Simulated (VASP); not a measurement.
# K (Im-3m) in VASP: a series of runs, part 2 of 2

VASP 6.6.1.

## 4. Single point, PBE-based screened hybrid

POSCAR

```
K
1.0
   -2.6975585167      2.6975585167      2.6975585167
    2.6975585167     -2.6975585167      2.6975585167
    2.6975585167      2.6975585167     -2.6975585167
K
1
Direct
    0.0000000000      0.0000000000      0.0000000000
```

INCAR.step1

```
PREC = Accurate ; ENCUT = 520
EDIFF = 1E-5 ; ISMEAR = -1
SIGMA = 0.15 ; LREAL = False
LASPH = True ; NELM = 80
ALGO = Normal ; ISIF = 2
LWAVE = True ; LCHARG = False
NBANDS = 10 ; GGA = PE
```

INCAR.step2

```
PREC = Accurate ; ENCUT = 520
EDIFF = 1E-6 ; ISMEAR = -1
SIGMA = 0.15 ; LREAL = False
LASPH = True ; NELM = 80
ALGO = Normal ; ISIF = 2
LWAVE = False ; LCHARG = False
GGA = PE ; LHFCALC = True
AEXX = 0.25 ; HFSCREEN = 0.3
PRECFOCK = Normal ; NBANDS = 10
ISTART = 1
```

KPOINTS

```
Automatic mesh
0
Gamma
  5 5 5
  0.5 0.5 0.5
```

Potentials or basis: VASP PAW PBE potentials, release 64 (K_sv).

Run with:

```bash
$ cat potpaw_PBE.64/K_sv/POTCAR > POTCAR
$ cp INCAR.step1 INCAR
$ mpirun -np 1 vasp_std > vasp.out
$ cp INCAR.step2 INCAR
$ mpirun -np 1 vasp_std > vasp.out
```

OUTCAR:

```text
PREC = Accurate
   ENCUT = 520
   EDIFF = 1E-6
   ISMEAR = -1
   LREAL = False
   LASPH = True
   NELM = 80
   ISIF = 2
   GGA = PE
   LHFCALC = True
   AEXX = 0.25
   HFSCREEN = 0.3
   PRECFOCK = Normal
   ISTART = 1

 ion  position               nearest neighbor table
   1  0.000  0.000  0.000-

  LATTYP: Found a body centered cubic cell.
 ALAT       =     5.3951170334

  Lattice vectors:

 A1 = (  -2.6975585167,   2.6975585167,   2.6975585167)
 A2 = (   2.6975585167,  -2.6975585167,   2.6975585167)
 A3 = (   2.6975585167,   2.6975585167,  -2.6975585167)

Analysis of symmetry for initial positions (statically):
=====================================================================
 Subroutine PRICEL returns:
 Original cell was already a primitive cell.

 Routine SETGRP: Setting up the symmetry group for a
 body centered cubic supercell.

 Subroutine GETGRP returns: Found 48 space group operations
 (whereof 48 operations were pure point group operations)
 out of a pool of 48 trial point group operations.

The static configuration has the point symmetry O_h .

Analysis of symmetry for dynamics (positions and initial velocities):
=====================================================================
 Subroutine PRICEL returns:
 Original cell was already a primitive cell.

 Routine SETGRP: Setting up the symmetry group for a
 body centered cubic supercell.

 Subroutine GETGRP returns: Found 48 space group operations
 (whereof 48 operations were pure point group operations)
 out of a pool of 48 trial point group operations.

The dynamic configuration has the point symmetry O_h .
[... 106 lines left out ...]
   LORBIT       =      0    0 simple, 1 ext, 2 COOP (PROOUT), +10 PAW based schemes
   GGA     = PE    functional components
   LHFCALC =     T    Hartree Fock is set to
   PRECFOCK=normal    Normal, Fast or Accurate (Low or Medium for compatibility)
   ENCUT4O =  -1.0   cutoff for four orbital integrals eV
   NKREDX  =     1    reduce k-point grid by
   NKREDY  =     1    reduce k-point grid by
   NKREDZ  =     1    reduce k-point grid by
   AEXX    =    0.2500 exact exchange contribution
   HFSCREEN=    0.3000 screening length (either q_TF or 0.3 A-1)
   HFSCREENC=   0.3000 screening length for correlation (either q_TF or 0.3 A-1)
   ENCUTFOCK=  -1.0 apply spherical cutoff to Coloumb kernel
   IVDW    =     0    specifies the selected vdW correction
   LEPSILON=     F    determine dielectric tensor
   LRPA    =     F    only Hartree local field effects (RPA)
 non-spin polarized calculation
  energy-cutoff  :      520.00
  volume of cell :       78.52
 maximum number of plane-waves:      2126
 NGX is ok and might be reduce to    36
  NGX = 28; NGY = 28; NGZ = 28

 number of electron       8.9999999 magnetization

 Free energy of the ion-electron system (eV)
  ---------------------------------------------------
  ext. energy  EPLUGINS =         0.00000000
  ---------------------------------------------------
  free energy    TOTEN  =        -1.09696549 eV

  energy without entropy =       -1.02708994  energy(sigma->0) =       -1.06202771

 E-fermi :  -0.2122     XC(G=0):  -4.8641

 val. band max:       -0.3423896409   @ k =   0.3000   0.1000   0.1000
 cond. band min:       0.0745494579   @ k =  -0.3000   0.5000   0.1000
 fundamental gap:      0.4169390988
 Fermi energy:        -0.2121918966

 k-point     1 :       0.1000    0.1000    0.1000
  band No.  band energies     occupation
      1     -35.2444      2.00000
      2     -17.3806      2.00000
      3     -17.3579      2.00000
      4     -17.3579      2.00000
      5      -1.7204      1.99991
      6       3.2901      0.00000
      7       3.2901      0.00000
      8       4.8279      0.00000
      9       5.4130      0.00000
     10       5.4130      0.00000
[... 105 lines left out ...]
 k-point    10 :       0.5000    0.5000    0.5000
  band No.  band energies     occupation
      1     -35.2406      2.00000
      2     -17.3923      2.00000
      3     -17.3923      2.00000
      4     -17.3923      2.00000
      5       1.6675      0.00001
      6       1.6675      0.00001
      7       3.2416      0.00000
      8       3.2416      0.00000
      9       3.2416      0.00000
     10       5.2168      0.00000

------------------------ aborting loop because EDIFF is reached ----------------------------------------

  FORCE on cell =-STRESS in cart. coord.  units (eV):
  Direction    XX          YY          ZZ          XY          YZ          ZX
  --------------------------------------------------------------------------------------
  -------------------------------------------------------------------------------------
  Total       -0.0404195     -0.0404195     -0.0404195      0.0000000      0.0000000     -0.0000000
  in kB       -0.8247627     -0.8247627     -0.8247627      0.0000000      0.0000000     -0.0000000
  external PRESSURE =      -0.8247627 kB  Pullay stress =       0.0000000 kB

 VOLUME and BASIS-vectors are now :
 -----------------------------------------------------------------------------
  energy-cutoff  :      520.00
  volume of cell :       78.52
      direct lattice vectors                 reciprocal lattice vectors
    -2.697558517  2.697558517  2.697558517     0.000000000  0.185352791  0.185352791
     2.697558517 -2.697558517  2.697558517     0.185352791  0.000000000  0.185352791
     2.697558517  2.697558517 -2.697558517     0.185352791  0.185352791  0.000000000

 POSITION                                       TOTAL-FORCE (eV/Angst)
 -----------------------------------------------------------------------------------
      0.00000      0.00000      0.00000        -0.000000     -0.000000     -0.000000
 -----------------------------------------------------------------------------------
    total drift:                                0.000000      0.000000      0.000000

  FREE ENERGIE OF THE ION-ELECTRON SYSTEM (eV)
  ---------------------------------------------------
  free  energy   TOTEN  =        -1.0969654878 eV

  energy  without entropy=       -1.0270899395  energy(sigma->0) =       -1.06202771
```

It took 6.3 min on 1 thread of Oxide Virtual Turin-like, shared host; peak memory 0.27 GiB.

What came out:

```yaml
Free_energy: -1.0970 eV
Pressure: -0.1 GPa
```

Levels at points of the mesh, in eV from the Fermi level:
```
           k point  band 1  band 2  band 3  band 4  band 5  band 6  band 7  band 8  band 9
(0.50, 0.50, 0.50)  -35.03  -17.18  -17.18  -17.18    1.88    1.88    3.45    3.45    3.45
```

Caveat: the PAW data sets were made with another functional, which shifts forces and pressure a little.

## 5. Overview

| task | level | cell | k mesh | cutoff (eV) | smearing | grid for exact exchange (PRECFOCK) | share of exact exchange | screening parameter | gap on the mesh (eV) | pressure (GPa) |
| --- | --- | --- | --- | --- | --- | --- | --- | --- | --- | --- |
| relaxation of cell and atoms | PBEsol | relaxed to 10 GPa | 7 × 7 × 7 | 600 | fermi-dirac 0.05 eV | - | - | - | none | 10.0 |
| relaxation of cell and atoms | PBEsol | relaxed to 20 GPa | 7 × 7 × 7 | 600 | fermi-dirac 0.05 eV | - | - | - | none | 20.0 |
| single point | PBE-based screened hybrid | as given | 5 × 5 × 5, shifted | 520 | fermi-dirac 0.15 eV | Normal | 0.25 | 0.3 1/Å | none | -0.1 |

Alike in all rows: potentials or basis VASP PAW PBE potentials, release 64 (K_sv); no spin polarisation.

Caveats: the PAW data sets were made with another functional, which shifts forces and pressure a little; the cell is relaxed towards a set pressure, so the enthalpy falls and the energy may rise (some runs).

Total energies depend on the potentials used, so only differences within one code and one set of settings carry meaning.
